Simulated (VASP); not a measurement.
# BN (P6_3mc) in VASP: single point with PBE0

Aim: the single point of BN with PBE0.

All numbers are computed with VASP 6.6.1; they aren't measurements. Logs are shortened: lines on timing, memory, paths and dates and some standing lists are left out, and cuts for length are marked.

## Step 1: The cell of the first run

It takes space group P6_3mc (No. 186, hexagonal). Conventional cell: a = 2.544 Å, b = 2.544 Å, c = 4.208 Å, α = 90.00°, β = 90.00°, γ = 120.00°. Within 2.1 Å of B (site symmetry 3m) lie 4 N at 1.56 to 1.58 Å. N (site symmetry 3m) has 4 B at 1.56 to 1.58 Å within 2.1 Å.

## Step 2: Single point, PBE0

Input file POSCAR:

```
BN
1.0
    2.5439500113      0.0000000000      0.0000000000
   -1.2719750056      2.2031253357      0.0000000000
    0.0000000000      0.0000000000      4.2078152881
B N
2 2
Direct
    0.3333333333      0.6666666667      0.0002034636
    0.6666666667      0.3333333333      0.5002034636
    0.3333333333      0.6666666667      0.3747965364
    0.6666666667      0.3333333333      0.8747965364
```

Input file INCAR.step1:

```
SYSTEM = BN
PREC = Accurate
ENCUT = 520
EDIFF = 1E-5
ISMEAR = 0
SIGMA = 0.01
LREAL = .FALSE.
LASPH = .TRUE.
NELM = 120
ALGO = Normal
ISIF = 2
LWAVE = .TRUE.
LCHARG = .FALSE.
NBANDS = 16
GGA = PE
GGA_COMPAT = .FALSE.
```

Input file INCAR.step2:

```
SYSTEM = BN
PREC = Accurate
ENCUT = 520
EDIFF = 1E-6
ISMEAR = 0
SIGMA = 0.01
LREAL = .FALSE.
LASPH = .TRUE.
NELM = 120
ALGO = Normal
ISIF = 2
LWAVE = .FALSE.
LCHARG = .FALSE.
GGA = PE
LHFCALC = .TRUE.
AEXX = 0.25
PRECFOCK = Normal
NBANDS = 16
ISTART = 1
GGA_COMPAT = .FALSE.
```

Input file KPOINTS:

```
regular mesh
0
G
  9 9 4
  0 0 0
```

Potentials or basis: VASP PAW PBE potentials, release 64 (B, N).

Run with:

```
> cat potpaw_PBE.64/B/POTCAR potpaw_PBE.64/N/POTCAR > POTCAR
> cp INCAR.step1 INCAR
> mpirun -np 1 vasp_std > vasp.out
> cp INCAR.step2 INCAR
> mpirun -np 1 vasp_std > vasp.out
```

OUTCAR:

```text
SYSTEM = BN
   PREC = Accurate
   ENCUT = 520
   EDIFF = 1E-6
   ISMEAR = 0
   LREAL = .FALSE.
   LASPH = .TRUE.
   NELM = 120
   ISIF = 2
   GGA = PE
   LHFCALC = .TRUE.
   AEXX = 0.25
   PRECFOCK = Normal
   ISTART = 1

 ion  position               nearest neighbor table
   1  0.333  0.667  0.000-   4 1.56   4 1.56   4 1.56   3 1.58
   2  0.667  0.333  0.500-   3 1.56   3 1.56   3 1.56   4 1.58
   3  0.333  0.667  0.375-   2 1.56   2 1.56   2 1.56   1 1.58
   4  0.667  0.333  0.875-   1 1.56   1 1.56   1 1.56   2 1.58

  LATTYP: Found a hexagonal cell.
 ALAT       =     2.5439500113
 C/A-ratio  =     1.6540479449

  Lattice vectors:

 A1 = (   2.5439500113,   0.0000000000,   0.0000000000)
 A2 = (  -1.2719750056,   2.2031253357,   0.0000000000)
 A3 = (   0.0000000000,   0.0000000000,   4.2078152881)

Analysis of symmetry for initial positions (statically):
=====================================================================
 Subroutine PRICEL returns:
 Original cell was already a primitive cell.

 Routine SETGRP: Setting up the symmetry group for a
 hexagonal supercell.

 Subroutine GETGRP returns: Found 12 space group operations
 (whereof  6 operations were pure point group operations)
 out of a pool of 24 trial point group operations.

The static configuration has the point symmetry C_3v.
 The point group associated with its full space group is C_6v.

Analysis of symmetry for dynamics (positions and initial velocities):
=====================================================================
 Subroutine PRICEL returns:
 Original cell was already a primitive cell.

 Routine SETGRP: Setting up the symmetry group for a
 hexagonal supercell.

 Subroutine GETGRP returns: Found 12 space group operations
 (whereof  6 operations were pure point group operations)
 out of a pool of 24 trial point group operations.

The dynamic configuration has the point symmetry C_3v.
 The point group associated with its full space group is C_6v.

 Subroutine INISYM returns: Found 12 space group operations
 (whereof  6 operations are pure point group operations),
 and found     1 'primitive' translations

----------------------------------------------------------------------------------------

                                     Primitive cell

  volume of cell :      23.5833

  direct lattice vectors                    reciprocal lattice vectors
     2.543950011  0.000000000  0.000000000     0.393089485  0.226950320  0.000000000
    -1.271975006  2.203125336  0.000000000     0.000000000  0.453900640  0.000000000
     0.000000000  0.000000000  4.207815288     0.000000000  0.000000000  0.237653017

  length of vectors
     2.543950011  2.543950011  4.207815288     0.453900640  0.453900640  0.237653017

  position of ions in fractional coordinates (direct lattice)
     0.333333333  0.666666667  0.000203464
     0.666666667  0.333333333  0.500203464
     0.333333333  0.666666667  0.374796536
     0.666666667  0.333333333  0.874796536

  ion indices of the primitive-cell ions
   primitive index   ion index
                 1           1
                 2           2
                 3           3
                 4           4

----------------------------------------------------------------------------------------

 KPOINTS: regular mesh

Automatic generation of k-mesh.
 Grid dimensions read from file:
 generate k-points for:    9    9    4

 Generating k-lattice:

  Cartesian coordinates                     Fractional coordinates (reciprocal lattice)
     0.043676609  0.025216702  0.000000000     0.111111111  0.000000000  0.000000000
     0.000000000  0.050433404  0.000000000     0.000000000  0.111111111  0.000000000
     0.000000000  0.000000000  0.059413254     0.000000000  0.000000000  0.250000000

  Length of vectors
     0.050433404  0.050433404  0.059413254

  Shift w.r.t. Gamma in fractional coordinates (k-lattice)
     0.000000000  0.000000000  0.000000000

 Subroutine IBZKPT returns following result:
 ===========================================

 Found     36 irreducible k-points:

 Following reciprocal coordinates:
            Coordinates               Weight
  0.000000  0.000000  0.000000      1.000000
  0.111111 -0.000000  0.000000      6.000000
  0.222222  0.000000  0.000000      6.000000
  0.333333 -0.000000  0.000000      6.000000
  0.444444  0.000000  0.000000      6.000000
  0.111111  0.111111  0.000000      6.000000
[... 16 lines left out ...]
  0.333333  0.222222  0.250000     24.000000
  0.333333  0.333333  0.250000      4.000000
 [... further k-points ...]
   k-points           NKPTS =     36   k-points in BZ     NKDIM =    324   number of bands    NBANDS=     16
   number of dos      NEDOS =    301   number of ions     NIONS =      4
   total plane-waves  NPLWV =  12800
   dimension x,y,z NGX =    20 NGY =   20 NGZ =   32
   dimension x,y,z NGXF=    40 NGYF=   40 NGZF=   64
   ions per type =               2   2
   NGX,Y,Z   is equivalent  to a cutoff of  13.07, 13.07, 12.64 a.u.
   NGXF,Y,Z  is equivalent  to a cutoff of  26.14, 26.14, 25.29 a.u.
 SYSTEM =  BN
   PREC   = accura    normal or accurate (medium, high low for compatibility)
   ISTART =      1    job   : 0-new  1-cont  2-samecut
   ICHARG =      0    charge: 1-file 2-atom 10-const
   ISPIN  =      1    spin polarized calculation?
   LNONCOLLINEAR =      F non collinear calculations
   LSORBIT =      F    spin-orbit coupling
   LASPH  =      T    aspherical Exc in radial PAW
   ENCUT  =  520.0 eV  38.22 Ry    6.18 a.u.   4.73  4.73  7.82*2*pi/ulx,y,z
   NELM   =    120;   NELMIN=  2; NELMDL=  0     # of ELM steps
   EDIFF  = 0.1E-05   stopping-criterion for ELM
   LREAL  =      F    real-space projection
   EDIFFG = 0.1E-04   stopping-criterion for IOM
   NSW    =      0    number of steps for IOM
   IBRION =     -1    ionic relax: 0-MD 1-quasi-New 2-CG
   NFREE  =      0    steps in history (QN), initial steepest desc. (CG)
   ISIF   =      2    stress and relaxation
   ISYM   =      3    0-nonsym 1-usesym 2-fastsym
   POTIM  = 0.5000    time-step for ionic-motion
   TEBEG  =    0.0;   TEEND  =   0.0 temperature during run
   PSTRESS=    0.0 pullay stress
   NELECT =      16.0000    total number of electrons
   NUPDOWN=      -1.0000    fix difference up-down
   EMIN   =  10.00;   EMAX   =-10.00  energy-range for DOS
   EFERMI =   0.00;   METHOD = LEGACY
   ISMEAR =     0;   SIGMA  =   0.01  broadening in eV -4-tet -1-fermi 0-gaus
   EFERMI_NEDOS =   21; number of points for ismear=-14 and -15
   IALGO  =     38    algorithm
   IMIX   =      1    mixing-type and parameters
     AMIX     =   0.40;   BMIX     =  1.00
     AMIX_MAG =   1.60;   BMIX_MAG =  1.00
  volume/ion in A,a.u.               =       5.90        39.79
  Fermi-wavevector in a.u.,A,eV,Ry     =   1.438512  2.718393 28.154745  2.069315
  Thomas-Fermi vector in A             =   2.557470
   LORBIT       =      0    0 simple, 1 ext, 2 COOP (PROOUT), +10 PAW based schemes
   GGA     = PE    functional components
   LHFCALC =     T    Hartree Fock is set to
   PRECFOCK=normal    Normal, Fast or Accurate (Low or Medium for compatibility)
   ENCUT4O =  -1.0   cutoff for four orbital integrals eV
   NKREDX  =     1    reduce k-point grid by
   NKREDY  =     1    reduce k-point grid by
   NKREDZ  =     1    reduce k-point grid by
   AEXX    =    0.2500 exact exchange contribution
   HFSCREEN=    0.0000 screening length (either q_TF or 0.3 A-1)
   HFSCREENC=   0.0000 screening length for correlation (either q_TF or 0.3 A-1)
   ENCUTFOCK=  -1.0 apply spherical cutoff to Coloumb kernel
   IVDW    =     0    specifies the selected vdW correction
   LEPSILON=     F    determine dielectric tensor
   LRPA    =     F    only Hartree local field effects (RPA)
 non-spin polarized calculation
 Gauss-broadening in eV      SIGMA  =   0.01
  energy-cutoff  :      520.00
  volume of cell :       23.58
 maximum number of plane-waves:       652
 NGX is ok and might be reduce to    20
  NGX = 16; NGY = 16; NGZ = 24

 number of electron      16.0000000 magnetization

 Free energy of the ion-electron system (eV)
  ---------------------------------------------------
  ext. energy  EPLUGINS =         0.00000000
  ---------------------------------------------------
  free energy    TOTEN  =       -42.48769003 eV

  energy without entropy =      -42.48769003  energy(sigma->0) =      -42.48769003

 E-fermi :   6.4958     XC(G=0): -10.0729

 val. band max:        6.3417295274   @ k =   0.0000   0.0000   0.0000
 cond. band min:      13.6238989445   @ k =   0.3333   0.3333   0.0000
 fundamental gap:      7.2821694170
 Fermi energy:         6.4958208773

 k-point     1 :       0.0000    0.0000    0.0000
  band No.  band energies     occupation
      1     -16.0031      2.00000
      2     -11.5382      2.00000
      3      -5.5791      2.00000
      4       4.0360      2.00000
      5       4.0360      2.00000
      6       6.0754      2.00000
[... 8 lines left out ...]
     15      20.9967      0.00000
     16      25.6814      0.00000

 k-point     2 :       0.1111   -0.0000    0.0000
  band No.  band energies     occupation
      1     -15.7135      2.00000
      2     -11.3173      2.00000
      3      -5.2871      2.00000
      4       2.7522      2.00000
      5       3.5192      2.00000
      6       5.2713      2.00000
[... 8 lines left out ...]
     15      21.8292      0.00000
     16      25.1452      0.00000

 k-point     3 :       0.2222    0.0000    0.0000
  band No.  band energies     occupation
      1     -14.8624      2.00000
      2     -10.7151      2.00000
      3      -4.4327      2.00000
      4       0.0106      2.00000
      5       2.4634      2.00000
      6       2.8747      2.00000
[... 8 lines left out ...]
     15      23.8084      0.00000
     16      24.3263      0.00000
[... 362 lines left out ...]
 k-point    23 :       0.3333    0.2222    0.2500
  band No.  band energies     occupation
      1     -11.0983      2.00000
      2      -9.9852      2.00000
      3      -3.7625      2.00000
      4      -2.7129      2.00000
      5      -1.4770      2.00000
      6       0.5400      2.00000
[... 8 lines left out ...]
     15      25.1774      0.00000
     16      26.1587      0.00000

 k-point    24 :       0.3333    0.3333    0.2500
  band No.  band energies     occupation
      1     -10.2148      2.00000
      2     -10.2148      2.00000
      3      -3.2451      2.00000
      4      -2.6996      2.00000
      5      -2.6996      2.00000
      6      -0.4470      2.00000
[... 8 lines left out ...]
     15      25.9353      0.00000
     16      25.9353      0.00000

 [... further k-points ...]

------------------------ aborting loop because EDIFF is reached ----------------------------------------

  FORCE on cell =-STRESS in cart. coord.  units (eV):
  Direction    XX          YY          ZZ          XY          YZ          ZX
  --------------------------------------------------------------------------------------
  -------------------------------------------------------------------------------------
  Total       -0.5468191     -0.5468191     -0.6317886     -0.0000000      0.0000000      0.0000000
  in kB      -37.1492292    -37.1492292    -42.9217978     -0.0000000      0.0000000      0.0000000
  external PRESSURE =     -39.0734187 kB  Pullay stress =       0.0000000 kB

 VOLUME and BASIS-vectors are now :
 -----------------------------------------------------------------------------
  energy-cutoff  :      520.00
  volume of cell :       23.58
      direct lattice vectors                 reciprocal lattice vectors
     2.543950011  0.000000000  0.000000000     0.393089485  0.226950320  0.000000000
    -1.271975006  2.203125336  0.000000000     0.000000000  0.453900640  0.000000000
     0.000000000  0.000000000  4.207815288     0.000000000  0.000000000  0.237653017

 POSITION                                       TOTAL-FORCE (eV/Angst)
 -----------------------------------------------------------------------------------
     -0.00000      1.46875      0.00086         0.000000      0.000000     -0.008110
      1.27198      0.73438      2.10476         0.000000      0.000000     -0.008110
     -0.00000      1.46875      1.57707        -0.000000     -0.000000      0.008110
      1.27198      0.73438      3.68098         0.000000      0.000000      0.008110
 -----------------------------------------------------------------------------------
    total drift:                                0.000000     -0.000000     -0.000071

  FREE ENERGIE OF THE ION-ELECTRON SYSTEM (eV)
  ---------------------------------------------------
  free  energy   TOTEN  =       -42.4876900304 eV

  energy  without entropy=      -42.4876900304  energy(sigma->0) =      -42.48769003
```

Run time: 50 min. Hardware: 1 thread of Intel Xeon Platinum 8488C (Sapphire Rapids), shared host; peak memory 0.15 GiB.

What came out:

- Free energy: -42.4877 eV
- Pressure: -3.9 GPa
- Largest force: 0.008 eV/Å
- Band gap on the k mesh: 7.28 eV (least direct gap 10.72 eV)

Forces on the atoms (eV/Å):
```
B    0.000  0.000 -0.008
B    0.000  0.000 -0.008
N    0.000  0.000  0.008
N    0.000  0.000  0.008
```

Caveat: the cell stands under tension; the structure was generated, so it needn't be the stable form of BN; the PAW data sets were made with another functional, which shifts forces and pressure a little. A k mesh can miss the band edges.
